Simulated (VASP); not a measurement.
MoSe2: relaxation of cell and atoms with PBE+D3(BJ)

The system is MoSe2.

```xyz
6
Lattice="3.2778 0.0000 0.0000 -1.6389 2.8386 0.0000 0.0000 0.0000 12.7182" Properties=species:S:1:pos:R:3 pbc="T T T"
Mo    0.0000    1.8924    3.1795
Mo    1.6389    0.9462    9.5386
Se    0.0000    1.8924    7.8647
Se    1.6389    0.9462    1.5056
Se    0.0000    1.8924   11.2125
Se    1.6389    0.9462    4.8534
```

```
Program                : VASP 6.6.1
Task                   : relaxation of cell and atoms
Functional             : PBE
Dispersion             : D3(BJ)
Potentials or basis    : VASP PAW PBE potentials, release 64 (Mo_sv, Se)
Cutoff                 : 600 eV
k mesh                 : 9 × 9 × 2
Occupations            : gaussian, width 0.02 eV
Spin                   : no spin polarisation
Dipole correction      : no
Further INCAR settings : ALGO = Normal; EDIFF = 1e-07; IBRION = 2; EDIFFG = -0.005; NSW = 100; ISIF = 3
```

```yaml
Relaxed_volume: 19.75 Å³/atom
Relaxed_cell: a = 3.279 Å, b = 3.279 Å, c = 12.726 Å, α = 90.00°, β = 90.00°, γ = 120.00°
Space_group_after_relaxing_to_0.05_Å: P6_3/mmc (No. 194)
Energy_gained_by_relaxing: 0.0 meV/atom
Ionic_steps: 3
Pressure_after_relaxing: 0.0 GPa
Band_gap_on_the_k_mesh: 0.84 eV, indirect (least direct gap 1.46 eV)
Dispersion_energy_per_atom: -0.479 eV
```

The path:
```csv
step,energy change (eV),largest force (eV/Å),pressure (GPa),volume (Å³)
1,0.0000,0.0309,0.21,118.33
2,0.0004,0.0606,-0.41,118.77
3,-0.0001,0.0005,0.00,118.48
```

Final structure:
```yaml
crystal:
  lattice:
    - [3.27873, 0.00000, 0.00000]
    - [-1.63937, 2.83946, 0.00000]
    - [0.00000, 0.00000, 12.72614]
  atoms:
    - { symbol: Mo, position: [0.33333, 0.66667, 0.25000] }
    - { symbol: Mo, position: [0.66667, 0.33333, 0.75000] }
    - { symbol: Se, position: [0.33333, 0.66667, 0.61835] }
    - { symbol: Se, position: [0.66667, 0.33333, 0.11835] }
    - { symbol: Se, position: [0.33333, 0.66667, 0.88165] }
    - { symbol: Se, position: [0.66667, 0.33333, 0.38165] }
```

Levels at points of the mesh, in eV from the valence-band top:
```tsv
k point	band 24	band 25	band 26	band 27	band 28	band 29
(0.00, 0.00, 0.00)	-1.19	-0.68	0.00	2.46	2.46	2.54
(0.00, 0.00, 0.50)	-1.51	-0.16	-0.16	2.47	2.47	2.47
```

It took 4.1 min on 1 thread of Intel(R) Xeon(R) Platinum 8488C (Sapphire Rapids), with other jobs on the host, peak memory 0.34 GiB.

A k mesh can miss the band edges.
